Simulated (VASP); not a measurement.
SrTiO3, 5 atoms in the cell. The structure is orthorhombic, space group Pmm2 (No. 25). The conventional cell has a = 3.891 Å, b = 4.047 Å, c = 4.047 Å, α = 90.00°, β = 90.00°, γ = 90.00°. Sr (site symmetry mm2) has 12 O at 2.70 to 2.98 Å and 8 Ti at 3.44 to 3.49 Å within 3.6 Å. Ti (site symmetry mm2) has 6 O at 1.83 to 2.21 Å within 2.4 Å. O (site symmetry mm2) has 2 Ti at 1.83 to 2.21 Å within 2.4 Å. O (site symmetry mm2) has 2 Ti at 2.03 Å and 4 Sr at 2.70 to 2.92 Å and 8 O at 2.81 to 2.87 Å within 3.0 Å. Within 2.6 Å of O (site symmetry mm2) lie 2 Ti at 1.96 Å.  This cell differs from its parent crystal: atoms displaced along a vibrational mode, the cell strained.

* Program: VASP 6.6.1
* Task: single point
* Functional: PBEsol
* Potentials or basis: VASP PAW PBE potentials, release 64 (Sr_sv, Ti_sv, O)
* Cutoff: 520 eV
* k mesh: 8 × 8 × 8
* Occupations: gaussian, width 0.05 eV
* Spin: no spin polarisation
* Dipole correction: no
* Further INCAR settings: ALGO = Normal; EDIFF = 1e-06; NBANDS = 28

Potentials or basis: VASP PAW PBE potentials, release 64 (Sr_sv, Ti_sv, O).

Command:

```console
$ cat potpaw_PBE.64/Sr_sv/POTCAR potpaw_PBE.64/Ti_sv/POTCAR potpaw_PBE.64/O/POTCAR > POTCAR
$ mpirun -np 1 vasp_std > vasp.out
```

Hardware: 1 thread of Intel Xeon 8259CL, on a shared host.

**Question.** Estimate the wall time of this run.

**Answer.** Run time: 3.9 min on 1 thread of Intel Xeon 8259CL, with other jobs on the host, peak memory 0.34 GiB. Counts: scf iterations 16, k points 125.
